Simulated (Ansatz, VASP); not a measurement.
NaH in VASP and in Ansatz

File INCAR:

```
SYSTEM = NaH
ALGO     = Normal         ! electronic algorithm
EDIFF    = 1E-7           ! SCF threshold, eV
EDIFFG   = -0.02          ! ionic threshold
ENCUT    = 520            ! plane-wave cutoff, eV
GGA      = PE             ! functional
IBRION   = 2              ! ionic algorithm
ISIF     = 2              ! what is computed and relaxed
ISMEAR   = -1             ! smearing method
LASPH    = .True.         ! aspherical terms in the spheres
LCHARG   = .False.        ! write CHGCAR
LREAL    = .False.        ! projectors in reciprocal space
LWAVE    = .False.        ! write WAVECAR
NELM     = 60             ! most SCF steps
NSW      = 80             ! ionic steps
PREC     = Accurate       ! precision mode
SIGMA    = 0.02           ! smearing width, eV
```

File KPOINTS:

```
k-points
0
Gamma
  10 10 10
  0 0 0
```

Contents of POSCAR:

```
NaH
1.0
    0.0000000000      2.4400000000      2.4400000000
    2.4400000000      0.0000000000      2.4400000000
    2.4400000000      2.4400000000      0.0000000000
Na H
1 1
Direct
    0.0000000000      0.0000000000      0.0000000000
    0.5000000000      0.5000000000      0.5000000000
```

Input for Ansatz:

```yaml
crystal:
  lattice:
    - [0.0, 2.44, 2.44]
    - [2.44, 0.0, 2.44]
    - [2.44, 2.44, 0.0]
  atoms:
    - { symbol: Na, position: [0.0, 0.0, 0.0] }
    - { symbol: H, position: [0.5, 0.5, 0.5] }
kpoints:
  mp_grid: { grid: [10, 10, 10] }
scf:
  occupations: { method: fermi_dirac, width: 0.02 }
hamiltonian:
  xc: pbe
  pseudopotentials: { kind: paw }
output:
  forces: true
  stress: true
  populations: true
  efg:
    quadrupole_moments_barn: { Na: 0.104, H: 0.00285783 }
    contact_densities: true
relax:
  f_tol: 0.02
  max_steps: 60
```

Alike in both runs: task relaxation of the atoms; functional PBE; k mesh 10 × 10 × 10; occupations fermi-dirac, width 0.02 eV; no spin polarisation.

```csv
,VASP,Ansatz
version,VASP 6.6.1,Ansatz 0.2.0
potentials or method,"VASP PAW PBE potentials, release 64 (Na_pv, H)","plane-wave PAW, scalar-relativistic"
plane-wave cutoff (eV),520,420
valence electrons in the cell,8,10
```

```csv
,VASP,Ansatz,Ansatz less VASP
"gap on the k mesh at the Fermi level, each at its own relaxed structure (eV)",3.73,3.73,+0.002
```

VASP's potentials hold 8 valence electrons a cell and Ansatz's 10, so a difference there can come from the potentials and not from the codes. Ansatz's warnings: stress scf threshold loose.

Noted on VASP's run: the relaxation stopped at its first step, so nothing moved.
